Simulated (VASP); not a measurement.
A run of VASP 6.6.1:

Contents of INCAR:

```
SYSTEM = Ti2WC3
ALGO = Normal
EDIFF = 1E-6
ENCUT = 520
GGA = PE
ISIF = 2
ISMEAR = 0
LASPH = .TRUE.
LCHARG = .FALSE.
LREAL = .FALSE.
LWAVE = .FALSE.
NBANDS = 62
NELM = 60
PREC = Accurate
SIGMA = 0.2
```

KPOINTS

```
k-points
0
G
  8 4 4
  0 0 0
```

Contents of POSCAR:

```
Ti2WC3
1.0
    1.5329850726     -2.6554928448     -0.0000306351
   -4.6013565839     -2.6568636269      0.0010435818
    0.0013048374      0.0006838614     -7.5396692177
Ti W C
4 2 6
Direct
    0.5001773292      0.8329597118      0.3345005028
    0.9997035047      0.3328708901      0.3344787149
    0.9997534622      0.6664942552      0.6656956340
    0.5000204209      0.1664005783      0.6658049431
    0.0005085077      1.0006747047      0.9998037097
    0.4995928420      0.5005532109      1.0000052740
    1.0000030265      0.6666077377      0.1673030843
    0.5000838968      0.1665868800      0.1672476696
   -0.0001085074      0.9999613497      0.4998941998
    0.4999872935      0.4998932881      0.4999467623
    0.5001341809      0.8334673316      0.8326676954
    1.0001440432      0.3335300618      0.8326518100
```

Potentials or basis: VASP PAW PBE potentials, release 64 (Ti_sv, W_sv, C).

The run is started by

```console
$ cat potpaw_PBE.64/Ti_sv/POTCAR potpaw_PBE.64/W_sv/POTCAR potpaw_PBE.64/C/POTCAR > POTCAR
$ mpirun -np 1 vasp_std > vasp.out
```

Hardware: 1 thread of Oxide Virtual Turin-like Processor (shared host).

Task: Estimate the wall time of this run.

Result: Run time: 18 min on 1 thread of Oxide Virtual Turin-like Processor, with other jobs on the host, peak memory 0.46 GiB. Counts: scf iterations 17, k points 68.
